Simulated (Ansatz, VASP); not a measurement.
## Si2W in VASP and in Ansatz

```
Si W
1.0
    -1.60143    1.60143    3.90816
     1.60143   -1.60143    3.90816
     1.60143    1.60143   -3.90816
Si W
2 1
Direct
  0.33451 0.33451 0.00000
  0.66549 0.66549 0.00000
  0.00000 0.00000 0.00000
```

Alike in both runs: task single point; functional PBEsol; k mesh 6 × 6 × 6; occupations gaussian, width 0.1 eV; no spin polarisation.

|  | VASP | Ansatz |
| --- | --- | --- |
| version | VASP 6.6.1 | Ansatz 0.2.0 |
| potentials or method | VASP PAW PBE potentials, release 64 (Si, W_sv), cutoff 500 eV | scalar-relativistic, plane waves, PAW |
| valence electrons in the cell | 22 | 22 |

Ansatz gave:

```
gap on the k mesh at the Fermi level (eV)                     : none
pressure (GPa)                                                : -0.1
traceless stress, the component that is largest in VASP (GPa) : -0.08
rms of the force components (eV/Å)                            : 0.006
```

Question: Which values does VASP return?

Answer: gap on the k mesh at the Fermi level (eV): none; pressure (GPa): 0.1; traceless stress, the component that is largest in VASP (GPa): -0.12; rms of the force components (eV/Å): 0.007.

VASP's potentials were made for PBE, not for PBEsol, and Ansatz warns of the same on its side. Atom by atom the forces differ by 0.002 eV/Å (rms over components). A gap of «none» marks a metal or a gap that the smearing closes.

The k mesh is coarse, so the values compare programs but aren't converged. Spin-orbit coupling is off throughout.
